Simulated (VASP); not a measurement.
Here is a VASP 6.6.1 calculation.

INCAR

```
PREC     = Accurate       # precision mode
ENCUT    = 520            # plane-wave cutoff, eV
EDIFF    = 1E-6           # SCF threshold, eV
ISMEAR   = 1              # smearing method
SIGMA    = 0.05           # smearing width, eV
LREAL    = False          # projectors in reciprocal space
LASPH    = True           # aspherical terms in the spheres
NELM     = 100            # most SCF steps
ALGO     = Normal         # electronic algorithm
ISIF     = 2              # what is computed and relaxed
LWAVE    = False          # write WAVECAR
LCHARG   = False          # write CHGCAR
GGA      = CA             # functional
NBANDS   = 23             # bands
```

Contents of KPOINTS:

```
Automatic mesh
0
Gamma
  11 11 11
```

POSCAR

```
LiCd
1.0
    0.0000000000      3.2404204847      3.2404204847
    3.2404204847      0.0000000000      3.2404204847
    3.2404204847      3.2404204847      0.0000000000
Li Cd
2 2
Direct
    0.2500000000      0.2500000000      0.2500000000
    0.0000000000      0.0000000000      0.0000000000
    0.7500000000      0.7500000000      0.7500000000
    0.5000000000      0.5000000000      0.5000000000
```

Potentials or basis: VASP PAW LDA potentials, release 64 (Li_sv, Cd).

The run is started by

```console
$ cat potpaw_LDA.64/Li_sv/POTCAR potpaw_LDA.64/Cd/POTCAR > POTCAR
$ mpirun -np 1 vasp_std > vasp.out
```

Task: Predict the band gap on the k mesh.

Result: Zero (bands 15 and 16 overlap by 4.77 eV).
